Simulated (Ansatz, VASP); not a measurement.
# One calculation of Pb, two programs

Contents of INCAR:

```
PREC = Accurate ; ENCUT = 500
EDIFF = 1E-6 ; ISMEAR = 0
SIGMA = 0.05 ; LREAL = False
LASPH = True ; NELM = 120
ALGO = Normal ; ISIF = 2
LWAVE = False ; LCHARG = True
GGA = PE ; LELF = True
LVHAR = True ; NBANDS = 13
GGA_COMPAT = False
```

File KPOINTS:

```
Automatic mesh
0
Gamma
  8 8 8
```

Contents of POSCAR:

```
Pb
1.0
    0.0000000000      2.4894217782      2.4894217782
    2.4894217782      0.0000000000      2.4894217782
    2.4894217782      2.4894217782      0.0000000000
Pb
1
Direct
    0.0000000000      0.0000000000      0.0000000000
```

Input for Ansatz:

```yaml
crystal:
  lattice:
    - [0.0, 2.4894217782, 2.4894217782]
    - [2.4894217782, 0.0, 2.4894217782]
    - [2.4894217782, 2.4894217782, 0.0]
  atoms:
    - { symbol: Pb, position: [0.0, 0.0, 0.0] }
basis:
  ecutwfc: 600
  ecutrho_ratio: 5
kpoints:
  mp_grid: { grid: [8, 8, 8] }
hamiltonian:
  xc: pbe
scf:
  occupations: { method: gaussian, width: 0.05 }
output:
  forces: true
  stress: true
  eigenvalues: true
```

Alike in both runs: task single point; functional PBE; k mesh 8 × 8 × 8; occupations gaussian, width 0.05 eV; no spin polarisation.

|  | VASP | Ansatz |
| --- | --- | --- |
| version | VASP 6.6.1 | Ansatz 0.2.0 |
| potentials or method | VASP PAW PBE potentials, release 64 (Pb_d), cutoff 500 eV | scalar-relativistic, plane waves, PAW |
| valence electrons in the cell | 14 | 14 |

```csv
,VASP,Ansatz,Ansatz less VASP
gap on the k mesh at the Fermi level (eV),none,none,-
pressure (GPa),1.7,1.7,+0.07
```

A gap of «none» marks a metal or a gap that the smearing closes. The functional is the same, so the differences come from potentials, cutoffs and numerics.

Neither program's run includes spin-orbit coupling.
